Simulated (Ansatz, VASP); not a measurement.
**Al2P3 in VASP and in Ansatz**

INCAR

```
SYSTEM = Al2P3
ALGO = Normal
EDIFF = 1E-7
ENCUT = 520
GGA = PE
ISIF = 2
ISMEAR = 0
LASPH = .True.
LCHARG = .False.
LREAL = .False.
LWAVE = .False.
NBANDS = 18
NELM = 80
PREC = Accurate
SIGMA = 0.1
```

The input KPOINTS:

```
k-points
0
Gamma
  4 4 4
  0 0 0
```

The input POSCAR:

```
Al2P3
1.0
    3.7550322200      0.0000000000      0.0000000000
    0.0000000000      3.7550322200      0.0000000000
    0.0000000000      0.0000000000      6.3410589400
Al P
2 3
Direct
    0.0000000000      0.0000000000      0.7729038100
    0.0000000000      0.0000000000      0.2270961900
    0.5000000000      0.5000000000      0.7550523300
    0.5000000000      0.5000000000      0.2449476700
    0.5000000000      0.5000000000      0.5000000000
```

Input for Ansatz:

```yaml
crystal:
  lattice:
    - [3.75503222, 0.0, 0.0]
    - [0.0, 3.75503222, 0.0]
    - [0.0, 0.0, 6.34105894]
  atoms:
    - { symbol: Al, position: [0.0, 0.0, 0.77290381] }
    - { symbol: Al, position: [0.0, 0.0, 0.22709619] }
    - { symbol: P, position: [0.5, 0.5, 0.75505233] }
    - { symbol: P, position: [0.5, 0.5, 0.24494767] }
    - { symbol: P, position: [0.5, 0.5, 0.5] }
basis:
  ecutwfc: 420
kpoints:
  mp_grid: { grid: [4, 4, 4] }
hamiltonian:
  xc: pbe
scf:
  occupations: { method: gaussian, width: 0.1 }
  lower_state_search: "off"
output:
  forces: true
  stress: true
  eigenvalues: true
```

Alike in both runs: task single point; functional PBE; k mesh 4 × 4 × 4; occupations gaussian, width 0.1 eV; no spin polarisation.

```csv
,VASP,Ansatz
version,VASP 6.6.1,Ansatz 0.2.0
potentials or method,"VASP PAW PBE potentials, release 64 (Al, P), cutoff 520 eV","scalar-relativistic, plane waves, PAW"
valence electrons in the cell,21,21
```

|  | VASP | Ansatz | Ansatz less VASP |
| --- | --- | --- | --- |
| gap on the k mesh at the Fermi level (eV) | none | none | - |
| rms of the force components (eV/Å) | 8.315 | 8.477 | +0.1619 |

Atom by atom the forces differ by 0.162 eV/Å (rms over components). A gap of «none» marks a metal or a gap that the smearing closes. The functional is the same, so the differences come from potentials, cutoffs and numerics.

The k mesh is coarse, so the values compare programs but aren't converged.
